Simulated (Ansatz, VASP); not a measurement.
**One calculation of O, two programs**

```
O
1.0
     9.00000    0.00000    0.00000
     0.00000    9.50000    0.00000
     0.00000    0.00000   10.00000
O
2
Direct
  0.50000 0.50000 0.43950
  0.50000 0.50000 0.56050
```

Alike in both runs: functional PBEsol; k mesh 1 × 1 × 1; occupations gaussian, width 0.05 eV; collinear spin.

Ansatz relaxed the structure, and its values are those at the end. VASP's run is a single point on that final structure, the one shown.

```csv
,VASP,Ansatz
version,VASP 6.6.1,Ansatz 0.2.0
potentials or method,"VASP PAW PBE potentials, release 64 (O), cutoff 520 eV","plane waves, PAW"
valence electrons in the cell,12,12
```

```csv
,VASP,Ansatz,Ansatz less VASP
rms of the force components (eV/Å),0.799,0.001,-0.7987
net moment per atom (μB),1.00,1.00,0.000
size of the moment on the site where the two differ most (μB),0.81,0.55,-0.255
```

VASP's potentials were made for PBE, not for PBEsol. Site moments also hang on the region over which each program counts them. One of these differences is far larger than is usual between the two programs; its cause wasn't traced. Ansatz's warnings: end state compared, stress scf threshold loose.

Noted on VASP's run: the standard files for N, O and F lose accuracy on very short bonds.
